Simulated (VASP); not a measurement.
A run of VASP 6.6.1:

POSCAR

```
CsI
1.0
    4.5667000000      0.0000000000      0.0000000000
    0.0000000000      4.5667000000      0.0000000000
    0.0000000000      0.0000000000      4.6466172500
Cs I
1 1
Direct
    0.0000000000      0.0000000000      0.0000000000
    0.5000000000      0.5000000000      0.5000000000
```

The input INCAR.step1:

```
SYSTEM = CsI
ALGO = Normal
EDIFF = 1E-5
ENCUT = 550
GGA = PE
GGA_COMPAT = .FALSE.
ISMEAR = 0
LASPH = .TRUE.
LCHARG = .FALSE.
LREAL = .FALSE.
LWAVE = .TRUE.
NBANDS = 15
NELM = 120
PREC = Accurate
SIGMA = 0.05
```

The input INCAR.step2:

```
SYSTEM = CsI
ALGO = Normal
EDIFF = 1E-6
ENCUT = 550
GGA_COMPAT = .FALSE.
ISIF = 2
ISMEAR = 0
ISTART = 1
LASPH = .TRUE.
LCHARG = .TRUE.
LELF = .TRUE.
LMIXTAU = .TRUE.
LREAL = .FALSE.
LVHAR = .TRUE.
LWAVE = .FALSE.
METAGGA = R2SCAN
NBANDS = 15
NELM = 120
PREC = Accurate
SIGMA = 0.05
```

File KPOINTS:

```
k-points
0
G
  6 6 6
  0 0 0
```

Potentials or basis: VASP PAW PBE potentials, release 64 (Cs_sv, I).

Run with:

```sh
$ cat potpaw_PBE.64/Cs_sv/POTCAR potpaw_PBE.64/I/POTCAR > POTCAR
$ cp INCAR.step1 INCAR
$ mpirun -np 1 vasp_std > vasp.out
$ cp INCAR.step2 INCAR
$ mpirun -np 1 vasp_std > vasp.out
```

Hardware: 1 thread of Intel(R) Xeon(R) 6975P-C (Granite Rapids), with other jobs on the host.

Task: Estimate the wall time of this run.

Result: Wall time 77 s on 1 thread of Intel(R) Xeon(R) 6975P-C (Granite Rapids) (shared host), peak memory 0.25 GiB. Counts: k points 40.
